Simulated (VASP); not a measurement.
Set up this calculation in VASP 6.6.1, as the native input.

```yaml
Task: single point
Functional: PBE
Potentials_or_basis: VASP PAW PBE potentials, release 64 (Li_sv, Cl)
Cutoff: 520 eV
k_mesh: 4 × 4 × 4
Occupations: gaussian, width 0.01 eV
Spin: no spin polarisation
Dipole_correction: no
Further_INCAR_settings: ALGO = Normal; EDIFF = 1e-06; NBANDS = 12
```

The structure of LiCl lies in POSCAR:

```
LiCl
1.0
    0.0000000000      2.6387235494      2.6387235494
    2.6387235494      0.0000000000      2.6387235494
    2.6387235494      2.6387235494      0.0000000000
Li Cl
1 1
Direct
    0.0000000000      0.0000000000      0.0000000000
    0.2500000000      0.2500000000      0.2500000000
```

This cell differs from its parent crystal: volume changed by -10%.

One way to write it, as run:

INCAR

```
ALGO = Normal
EDIFF = 1E-6
ENCUT = 520
GGA = PE
ISIF = 2
ISMEAR = 0
LASPH = T
LCHARG = F
LREAL = F
LWAVE = F
NBANDS = 12
NELM = 60
PREC = Accurate
SIGMA = 0.01
```

KPOINTS

```
k-points
0
Gamma
  4 4 4
```

Potentials or basis: VASP PAW PBE potentials, release 64 (Li_sv, Cl).

Command:

```console
$ cat potpaw_PBE.64/Li_sv/POTCAR potpaw_PBE.64/Cl/POTCAR > POTCAR
$ mpirun -np 1 vasp_std > vasp.out
```

It gave:

```
Band gap on the k mesh : 6.44 eV, direct
```

Caveat: the k points lie up to 0.52 Å⁻¹ apart.

Wall time 7.4 s on 1 thread of Intel Xeon 8259CL (shared host), peak memory 0.14 GiB.
